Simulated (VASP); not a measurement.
# Br (Pm-3m) in VASP: further runs

Br is run at these levels: PBE+D3(BJ); tasks: single point, relaxation of cell and atoms.

Everything below comes from runs of VASP 6.6.1. Logs are shortened: lines on timing, memory, paths and dates and some standing lists are left out, and cuts for length are marked.

### Step 1. The cell of the first run

It takes space group Pm-3m (No. 221, cubic). The conventional cell has a = 4.481 Å, b = 4.481 Å, c = 4.481 Å, α = 90.00°, β = 90.00°, γ = 90.00°. Within 4.2 Å of Br (site symmetry 4/mmm) lie 8 Br at 3.17 Å.

### Step 2. Single point, PBE+D3(BJ)

File INCAR:

```
PREC = Accurate
ENCUT = 520
EDIFF = 1E-6
ISMEAR = 0
SIGMA = 0.15
LREAL = False
LASPH = True
NELM = 80
ALGO = Normal
ISIF = 2
LWAVE = False
LCHARG = False
GGA = PE
IVDW = 12
NBANDS = 18
```

File KPOINTS:

```
regular mesh
0
Gamma
  12 12 12
```

File POSCAR:

```
Br
1.0
    4.4810828012      0.0000000000      0.0000000000
    0.0000000000      4.4810828012      0.0000000000
    0.0000000000      0.0000000000      4.4810828012
Br
3
Direct
    0.5000000000      0.0000000000      0.0000000000
    0.0000000000      0.5000000000      0.0000000000
    0.0000000000      0.0000000000      0.5000000000
```

Potentials or basis: VASP PAW PBE potentials, release 64 (Br).

Command:

```sh
$ cat potpaw_PBE.64/Br/POTCAR > POTCAR
$ mpirun -np 1 vasp_std > vasp.out
```

OUTCAR:

```text
PREC = Accurate
   ENCUT = 520
   EDIFF = 1E-6
   ISMEAR = 0
   LREAL = False
   LASPH = True
   NELM = 80
   ISIF = 2
   GGA = PE
   IVDW = 12
 IVDW          = 12

 ion  position               nearest neighbor table
   1  0.500  0.000  0.000-
   2  0.000  0.500  0.000-
   3  0.000  0.000  0.500-

  LATTYP: Found a simple cubic cell.
 ALAT       =     4.4810828012

  Lattice vectors:

 A1 = (   4.4810828012,   0.0000000000,   0.0000000000)
 A2 = (   0.0000000000,   4.4810828012,   0.0000000000)
 A3 = (   0.0000000000,   0.0000000000,   4.4810828012)

Analysis of symmetry for initial positions (statically):
=====================================================================
 Subroutine PRICEL returns:
 Original cell was already a primitive cell.

 Routine SETGRP: Setting up the symmetry group for a
 simple cubic supercell.

 Subroutine GETGRP returns: Found 48 space group operations
 (whereof 48 operations were pure point group operations)
 out of a pool of 48 trial point group operations.

The static configuration has the point symmetry O_h .

Analysis of symmetry for dynamics (positions and initial velocities):
=====================================================================
 Subroutine PRICEL returns:
 Original cell was already a primitive cell.

 Routine SETGRP: Setting up the symmetry group for a
 simple cubic supercell.

 Subroutine GETGRP returns: Found 48 space group operations
 (whereof 48 operations were pure point group operations)
 out of a pool of 48 trial point group operations.

The dynamic configuration has the point symmetry O_h .

 Subroutine INISYM returns: Found 48 space group operations
 (whereof 48 operations are pure point group operations),
 and found     1 'primitive' translations

----------------------------------------------------------------------------------------

                                     Primitive cell

  volume of cell :      89.9806

  direct lattice vectors                    reciprocal lattice vectors
     4.481082801  0.000000000  0.000000000     0.223160349  0.000000000  0.000000000
     0.000000000  4.481082801  0.000000000     0.000000000  0.223160349  0.000000000
     0.000000000  0.000000000  4.481082801     0.000000000  0.000000000  0.223160349

  length of vectors
     4.481082801  4.481082801  4.481082801     0.223160349  0.223160349  0.223160349

  position of ions in fractional coordinates (direct lattice)
     0.500000000  0.000000000  0.000000000
     0.000000000  0.500000000  0.000000000
     0.000000000  0.000000000  0.500000000
[... 79 lines left out ...]
   LREAL  =      F    real-space projection
   EDIFFG = 0.1E-04   stopping-criterion for IOM
   NSW    =      0    number of steps for IOM
   IBRION =     -1    ionic relax: 0-MD 1-quasi-New 2-CG
   NFREE  =      0    steps in history (QN), initial steepest desc. (CG)
   ISIF   =      2    stress and relaxation
   ISYM   =      2    0-nonsym 1-usesym 2-fastsym
   POTIM  = 0.5000    time-step for ionic-motion
   TEBEG  =    0.0;   TEEND  =   0.0 temperature during run
   PSTRESS=    0.0 pullay stress
   NELECT =      21.0000    total number of electrons
   NUPDOWN=      -1.0000    fix difference up-down
   EMIN   =  10.00;   EMAX   =-10.00  energy-range for DOS
   EFERMI =   0.00;   METHOD = LEGACY
   ISMEAR =     0;   SIGMA  =   0.15  broadening in eV -4-tet -1-fermi 0-gaus
   EFERMI_NEDOS =   21; number of points for ismear=-14 and -15
   IALGO  =     38    algorithm
   IMIX   =      4    mixing-type and parameters
     AMIX     =   0.40;   BMIX     =  1.00
     AMIX_MAG =   1.60;   BMIX_MAG =  1.00
  volume/ion in A,a.u.               =      29.99       202.41
  Fermi-wavevector in a.u.,A,eV,Ry     =   1.007933  1.904717 13.822550  1.015929
  Thomas-Fermi vector in A             =   2.140769
   LORBIT       =      0    0 simple, 1 ext, 2 COOP (PROOUT), +10 PAW based schemes
   GGA     = PE    functional components
   LHFCALC =     F    Hartree Fock is set to
   AEXX    =    0.0000 exact exchange contribution
   IVDW    =    12    specifies the selected vdW correction
   LEPSILON=     F    determine dielectric tensor
   LRPA    =     F    only Hartree local field effects (RPA)
 non-spin polarized calculation
 Gauss-broadening in eV      SIGMA  =   0.15
  energy-cutoff  :      520.00
  volume of cell :       89.98
 maximum number of plane-waves:      2469
 NGX is ok and might be reduce to    36
   NGX = 17   NGY = 17   NGZ = 17

 number of electron      20.9999990 magnetization

 Free energy of the ion-electron system (eV)
  ---------------------------------------------------
  ext. energy  EPLUGINS =         0.00000000
  ---------------------------------------------------
  free energy    TOTEN  =        -3.15483950 eV

  energy without entropy =       -3.09392941  energy(sigma->0) =       -3.12438446

 E-fermi :   0.9403     XC(G=0):  -8.4490

 val. band max:        0.9382676688   @ k =   0.3333   0.0833   0.0000
 cond. band min:       0.9468390944   @ k =   0.3333   0.2500   0.1667
 fundamental gap:      0.0085714256
 Fermi energy:         0.9402697918

 k-point     1 :       0.0000    0.0000    0.0000
  band No.  band energies     occupation
      1     -14.7148      2.00000
      2     -12.6236      2.00000
      3     -12.6236      2.00000
      4      -3.1717      2.00000
      5      -3.1717      2.00000
      6      -3.1717      2.00000
[... 481 lines left out ...]
      5      -2.7321      2.00000
      6      -1.9872      2.00000
[... 10 lines left out ...]
     17      11.1208      0.00000
     18      12.2309      0.00000

 [... further k-points ...]

------------------------ aborting loop because EDIFF is reached ----------------------------------------

 Edisp (eV)   -0.71411

 E8    (eV) :    -0.2804

  FORCE on cell =-STRESS in cart. coord.  units (eV):
  Direction    XX          YY          ZZ          XY          YZ          ZX
  --------------------------------------------------------------------------------------
  -------------------------------------------------------------------------------------
  Total       0.02334     0.02334     0.02334     0.00000     0.00000    -0.00000
  in kB       0.41557     0.41557     0.41557     0.00000     0.00000    -0.00000
  external pressure =        0.42 kB  Pullay stress =        0.00 kB

 VOLUME and BASIS-vectors are now :
 -----------------------------------------------------------------------------
  energy-cutoff  :      520.00
  volume of cell :       89.98
      direct lattice vectors                 reciprocal lattice vectors
     4.481082801  0.000000000  0.000000000     0.223160349  0.000000000  0.000000000
     0.000000000  4.481082801  0.000000000     0.000000000  0.223160349  0.000000000
     0.000000000  0.000000000  4.481082801     0.000000000  0.000000000  0.223160349

 POSITION                                       TOTAL-FORCE (eV/Angst)
 -----------------------------------------------------------------------------------
      2.24054      0.00000      0.00000         0.000000      0.000000      0.000000
      0.00000      2.24054      0.00000         0.000000      0.000000      0.000000
      0.00000      0.00000      2.24054         0.000000      0.000000      0.000000
 -----------------------------------------------------------------------------------
    total drift:                                0.000000      0.000000     -0.000000

  FREE ENERGIE OF THE ION-ELECTRON SYSTEM (eV)
  ---------------------------------------------------
  free  energy   TOTEN  =        -3.8689517417 eV

  energy  without entropy=       -3.8080416552  energy(sigma->0) =       -3.83849670
```

stdout:

```text
POSCAR found type information on POSCAR Br
 POSCAR found :  1 types and       3 ions
 scaLAPACK will be used
 LDA part: xc-table for (Slater+PW92), standard interpolation
 POSCAR, INCAR and KPOINTS ok, starting setup
 FFT: planning ... GRIDC
 FFT: planning ... GRID_SOFT
 FFT: planning ... GRID
 WAVECAR not read
 entering main loop
```

Wall time 85 s (1 thread of Intel Xeon 8259CL, shared host); peak memory 0.27 GiB.

Results:

```
Free energy                : -3.8690 eV
Pressure                   : 0.0 GPa
Band gap on the k mesh     : zero (an odd number of electrons rules out a gap without spin polarisation)
Dispersion energy per atom : -0.238 eV
```

Caveat: an odd number of electrons without spin polarisation forces a metal; a magnetic or distorted state may lie lower.

### Step 3. Single point, PBE+D3(BJ)

File INCAR:

```
PREC = Accurate ; ENCUT = 520
EDIFF = 1E-6 ; ISMEAR = 0
SIGMA = 0.1 ; LREAL = F
LASPH = T ; NELM = 100
ALGO = Normal ; ISIF = 2
LWAVE = F ; LCHARG = F
GGA = PE ; IVDW = 12
NBANDS = 18
```

File KPOINTS:

```
regular mesh
0
Gamma
  10 10 10
```

POSCAR is that of step 2.

Potentials or basis: VASP PAW PBE potentials, release 64 (Br).

Command:

```sh
$ cat potpaw_PBE.64/Br/POTCAR > POTCAR
$ mpirun -np 1 vasp_std > vasp.out
```

It took 66 s on 1 thread of Intel Xeon 8259CL, shared host; peak memory 0.24 GiB.

It converged, with:

* Free energy: -3.8484 eV
* Pressure: 0.0 GPa
* Band gap on the k mesh: zero (an odd number of electrons rules out a gap without spin polarisation)
* Dispersion energy per atom: -0.238 eV

Levels at points of the mesh, in eV from the Fermi level:
| k point | band 6 | band 7 | band 8 | band 9 | band 10 | band 11 | band 12 | band 13 | band 14 | band 15 |
| --- | --- | --- | --- | --- | --- | --- | --- | --- | --- | --- |
| (0.00, 0.00, 0.00) | -4.12 | -1.08 | -1.08 | -1.08 | 0.35 | 0.35 | 0.35 | 4.74 | 7.38 | 8.13 |
| (0.50, 0.00, 0.00) | -2.57 | -2.18 | -1.97 | -1.97 | -1.62 | -0.10 | -0.10 | 7.22 | 8.13 | 9.36 |
| (0.50, 0.50, 0.00) | -2.30 | -2.05 | -2.05 | -1.89 | -1.89 | 0.28 | 0.57 | 8.10 | 8.65 | 10.13 |
| (0.50, 0.50, 0.50) | -4.04 | -4.04 | 0.34 | 0.34 | 0.60 | 0.60 | 0.60 | 5.22 | 9.49 | 9.49 |

Caveat: an odd number of electrons without spin polarisation forces a metal; a magnetic or distorted state may lie lower.

### Step 4. Relaxation of cell and atoms, PBE+D3(BJ)

This run uses another cell than the first one, of 32.40 Å³/atom.

File INCAR:

```
PREC     = Accurate       # precision mode
ENCUT    = 600            # plane-wave cutoff, eV
EDIFF    = 1E-6           # SCF threshold, eV
ISMEAR   = 0              # smearing method
SIGMA    = 0.1            # smearing width, eV
LREAL    = F              # projectors in reciprocal space
LASPH    = T              # aspherical terms in the spheres
NELM     = 60             # most SCF steps
ALGO     = Normal         # electronic algorithm
ISIF     = 3              # what is computed and relaxed
LWAVE    = F              # write WAVECAR
LCHARG   = F              # write CHGCAR
GGA      = PE             # functional
IVDW     = 12             # dispersion correction
IBRION   = 2              # ionic algorithm
NSW      = 100            # ionic steps
EDIFFG   = -0.005         # ionic threshold
```

KPOINTS is that of step 3.

File POSCAR:

```
Br
1.0
    4.5976403833      0.0000000000      0.0000000000
    0.0000000000      4.5976403833      0.0000000000
    0.0000000000      0.0000000000      4.5976403833
Br
3
Direct
    0.5000000000      0.0000000000      0.0000000000
    0.0000000000      0.5000000000      0.0000000000
    0.0000000000      0.0000000000      0.5000000000
```

Potentials or basis: VASP PAW PBE potentials, release 64 (Br).

Command:

```sh
$ cat potpaw_PBE.64/Br/POTCAR > POTCAR
$ mpirun -np 1 vasp_std > vasp.out
```

OUTCAR:

```text
PREC = Accurate
   ENCUT = 600
   EDIFF = 1E-6
   ISMEAR = 0
   LREAL = F
   LASPH = T
   NELM = 60
   ISIF = 3
   GGA = PE
   IVDW = 12
   IBRION = 2
   NSW = 100
   EDIFFG = -0.005
 IVDW          = 12

 ion  position               nearest neighbor table
   1  0.500  0.000  0.000-
   2  0.000  0.500  0.000-
   3  0.000  0.000  0.500-

  LATTYP: Found a simple cubic cell.
 ALAT       =     4.5976403833

  Lattice vectors:

 A1 = (   4.5976403833,   0.0000000000,   0.0000000000)
 A2 = (   0.0000000000,   4.5976403833,   0.0000000000)
 A3 = (   0.0000000000,   0.0000000000,   4.5976403833)

Analysis of symmetry for initial positions (statically):
=====================================================================
 Subroutine PRICEL returns:
 Original cell was already a primitive cell.

 Routine SETGRP: Setting up the symmetry group for a
 simple cubic supercell.

 Subroutine GETGRP returns: Found 48 space group operations
 (whereof 48 operations were pure point group operations)
 out of a pool of 48 trial point group operations.

The static configuration has the point symmetry O_h .

Analysis of symmetry for dynamics (positions and initial velocities):
=====================================================================
 Subroutine PRICEL returns:
 Original cell was already a primitive cell.

[... 156 lines left out ...]
  ---------------------------------------------------
  free energy    TOTEN  =        -3.14515579 eV

  energy without entropy =       -3.11061286  energy(sigma->0) =       -3.12788433

------------------------ aborting loop because EDIFF is reached ----------------------------------------

 Edisp (eV)   -0.65966

 E8    (eV) :    -0.2597
[... 73 lines left out ...]
--------------------------------------- Ionic step        3  -------------------------------------------

 number of electron      20.9999997 magnetization

 Free energy of the ion-electron system (eV)
  ---------------------------------------------------
  ext. energy  EPLUGINS =         0.00000000
  ---------------------------------------------------
  free energy    TOTEN  =        -3.13544363 eV

  energy without entropy =       -3.10487108  energy(sigma->0) =       -3.12015736

 E-fermi :   0.9381     XC(G=0):  -8.4452

 val. band max:        0.9372809128   @ k =   0.3000   0.0000   0.0000
 cond. band min:       0.9637087780   @ k =   0.5000   0.4000   0.3000
 fundamental gap:      0.0264278652
 Fermi energy:         0.9381320747

 k-point     1 :       0.0000    0.0000    0.0000
  band No.  band energies     occupation
      1     -14.7181      2.00000
      2     -12.6318      2.00000
      3     -12.6318      2.00000
      4      -3.1743      2.00000
      5      -3.1743      2.00000
      6      -3.1743      2.00000
      7      -0.1401      2.00000
      8      -0.1401      2.00000
      9      -0.1401      2.00000
     10       1.2924      0.00000
     11       1.2924      0.00000
     12       1.2924      0.00000
     13       5.6851      0.00000
     14       8.3151      0.00000
[... 377 lines left out ...]
      1     -14.3436      2.00000
      2     -13.0796      2.00000
      3     -12.6899      2.00000
      4      -3.1550      2.00000
      5      -2.5569      2.00000
      6      -2.1861      2.00000
      7      -1.1013      2.00000
      8      -0.9258      2.00000
      9      -0.1641      2.00000
     10       0.0025      2.00000
     11       0.8979      1.43083
     12       1.0002      0.37995
     13       7.2119      0.00000
     14       9.5153      0.00000

 [... further k-points ...]

------------------------ aborting loop because EDIFF is reached ----------------------------------------

 Edisp (eV)   -0.71344

 E8    (eV) :    -0.2802
[... 26 lines left out ...]
  FREE ENERGIE OF THE ION-ELECTRON SYSTEM (eV)
  ---------------------------------------------------
  free  energy   TOTEN  =        -3.8488829675 eV

  energy  without entropy=       -3.8183104193  energy(sigma->0) =       -3.83359669

 reached required accuracy - stopping structural energy minimisation
```

CONTCAR:

```text
Br
   1.00000000000000
     4.4824489746299845   -0.0000000000000000    0.0000000000000000
    -0.0000000000000000    4.4824489746299845    0.0000000000000000
    -0.0000000000000000   -0.0000000000000000    4.4824489746299845
  Br
     3
Direct
     0.5000000000000000    0.0000000000000000    0.0000000000000000
     0.0000000000000000    0.5000000000000000    0.0000000000000000
     0.0000000000000000    0.0000000000000000    0.5000000000000000

  0.00000000E+00  0.00000000E+00  0.00000000E+00
  0.00000000E+00  0.00000000E+00  0.00000000E+00
  0.00000000E+00  0.00000000E+00  0.00000000E+00
```

Wall time 3.1 min (1 thread of Intel Xeon 8259CL, shared host); peak memory 0.3 GiB.

Results:

```yaml
Free_energy: -3.8489 eV
Relaxed_volume: 30.02 Å³/atom
Relaxed_cell: a = 4.482 Å, b = 4.482 Å, c = 4.482 Å, α = 90.00°, β = 90.00°, γ = 90.00°
Space_group_after_relaxing_to_0.1_Å: Pm-3m (No. 221)
Energy_gained_by_relaxing: 14.7 meV/atom
Ionic_steps: 3
Pressure_after_relaxing: 0.0 GPa
Band_gap_on_the_k_mesh: zero (an odd number of electrons rules out a gap without spin polarisation)
Dispersion_energy_per_atom: -0.238 eV
```

The path:
```
step  energy change (eV)  largest force (eV/Å)  pressure (GPa)  volume (Å³)
   1              0.0000                0.0000           -1.81        97.19
   2             -0.0397                0.0000           -0.64        92.13
   3             -0.0441                0.0000           -0.02        90.06
```

Final structure:
```xyz
3
Lattice="4.4824 0.0000 0.0000 0.0000 4.4824 0.0000 0.0000 0.0000 4.4824" Properties=species:S:1:pos:R:3 pbc="T T T"
Br    2.2412    0.0000    0.0000
Br    0.0000    2.2412    0.0000
Br    0.0000    0.0000    2.2412
```

Levels at points of the mesh, in eV from the Fermi level:
```
           k point  band 8  band 9  band 10  band 11  band 12  band 13
(0.00, 0.00, 0.00)   -1.08   -1.08     0.35     0.35     0.35     4.75
(0.50, 0.00, 0.00)   -1.97   -1.97    -1.62    -0.10    -0.10     7.22
(0.50, 0.50, 0.00)   -2.05   -1.89    -1.89     0.28     0.57     8.10
(0.50, 0.50, 0.50)    0.34    0.34     0.60     0.60     0.60     5.23
```

Caveat: an odd number of electrons without spin polarisation forces a metal; a magnetic or distorted state may lie lower.

### Step 5. Overview

```tsv
task	cell	k mesh	cutoff (eV)	smearing	gap on the mesh (eV)	pressure (GPa)
single point	a = 4.481 Å, 3 atoms	12 × 12 × 12	520	gaussian 0.15 eV	none	0.0
single point	a = 4.481 Å, 3 atoms	10 × 10 × 10	520	gaussian 0.1 eV	none	0.0
relaxation of cell and atoms	relaxed from a = 4.598 Å, 3 atoms	10 × 10 × 10	600	gaussian 0.1 eV	none	0.0
```

Alike in all rows: level PBE+D3(BJ); potentials or basis VASP PAW PBE potentials, release 64 (Br); no spin polarisation.

Caveats: an odd number of electrons without spin polarisation forces a metal; a magnetic or distorted state may lie lower.

Total energies depend on the potentials used, so only differences within one code and one set of settings carry meaning.

The gap in the log of VASP goes by the Fermi energy; the results here count the filled bands.